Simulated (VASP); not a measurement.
## TiTe2: single point with PBE+D3(BJ)

The system is TiTe2, a slab with vacuum.

```
Te Ti
1.0
     3.67869    0.00000    0.00000
    -1.83934    3.18584    0.00000
     0.00000    0.00000   24.55023
Te Ti
4 2
Direct
  0.33333 0.66667 0.18330
  0.66667 0.33333 0.32689
  0.00000 0.50000 0.47882
  0.33333 0.16667 0.62241
  0.00000 0.00000 0.25509
  0.66667 0.83333 0.55061
```

This cell differs from its parent crystal: layers slid over each other.

```yaml
Program: VASP 6.6.1
Task: single point
Functional: PBE
Dispersion: D3(BJ)
Potentials_or_basis: VASP PAW PBE potentials, release 64 (Te, Ti_sv)
Cutoff: 520 eV
k_mesh: 9 × 9 × 1
Occupations: gaussian, width 0.1 eV
Spin: no spin polarisation
Dipole_correction: yes
Further_INCAR_settings: ALGO = Normal; EDIFF = 1e-07; NBANDS = 33
```

```yaml
Largest_force: 0.110 eV/Å
Band_gap_on_the_k_mesh: zero (bands 24 and 25 overlap by 0.72 eV)
Dispersion_energy_per_atom: -0.411 eV
```

Forces on the atoms (eV/Å):
```
Te   0.000  0.000 -0.024
Te  -0.036 -0.021  0.013
Te   0.036  0.021 -0.013
Te   0.000  0.000  0.024
Ti  -0.011 -0.007  0.109
Ti   0.011  0.007 -0.109
```

Levels at points of the mesh, in eV from the Fermi level:
| k point | band 21 | band 22 | band 23 | band 24 | band 25 | band 26 | band 27 | band 28 |
| --- | --- | --- | --- | --- | --- | --- | --- | --- |
| (0.00, 0.00, 0.00) | 0.39 | 0.54 | 0.54 | 0.54 | 0.54 | 0.72 | 1.38 | 1.40 |

Run time: 3.6 min on 1 thread of Intel(R) Xeon(R) 6975P-C (Granite Rapids), on a shared host, peak memory 0.48 GiB.

Caveat: the cell differs from its parent crystal (layers slid over each other); spin-orbit coupling is left out, which moves the levels of the heavy elements.
